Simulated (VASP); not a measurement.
TePd, 4 atoms in the cell. It takes space group P6_3/mmc (No. 194, hexagonal). Conventional cell: a = 4.101 Å, b = 4.101 Å, c = 5.612 Å, α = 90.00°, β = 90.00°, γ = 120.00°. Within 3.7 Å of Te (site symmetry -6m2) lie 6 Pd at 2.75 Å and 6 Te at 3.67 Å. Within 3.6 Å of Pd (site symmetry -3m) lie 6 Te at 2.75 Å and 2 Pd at 2.81 Å. 

| Item | Value |
| --- | --- |
| Program | VASP 6.6.1 |
| Task | relaxation of shape and atoms at fixed volume |
| Functional | r2SCAN |
| Potentials or basis | VASP PAW PBE potentials, release 64 (Te, Pd) |
| Cutoff | 600 eV |
| k mesh | 12 × 12 × 8 |
| Occupations | gaussian, width 0.1 eV |
| Spin | no spin polarisation |
| Dipole correction | no |
| Further INCAR settings | ALGO = Normal; EDIFF = 1e-06; IBRION = 2; EDIFFG = -0.01; NSW = 50; ISIF = 4 |

Potentials or basis: VASP PAW PBE potentials, release 64 (Te, Pd).

Run with:

```sh
$ cat potpaw_PBE.64/Te/POTCAR potpaw_PBE.64/Pd/POTCAR > POTCAR
$ cp INCAR.step1 INCAR
$ mpirun -np 1 vasp_std > vasp.out
$ cp INCAR.step2 INCAR
$ mpirun -np 1 vasp_std > vasp.out
```

Hardware: 1 thread of Oxide Virtual Turin-like Processor, on a shared host.

Task: Estimate the wall time of this run.

Result: It took 24 min on 1 thread of Oxide Virtual Turin-like Processor, with other jobs on the host, peak memory 0.35 GiB. Counts: k points 95, ion steps 1.
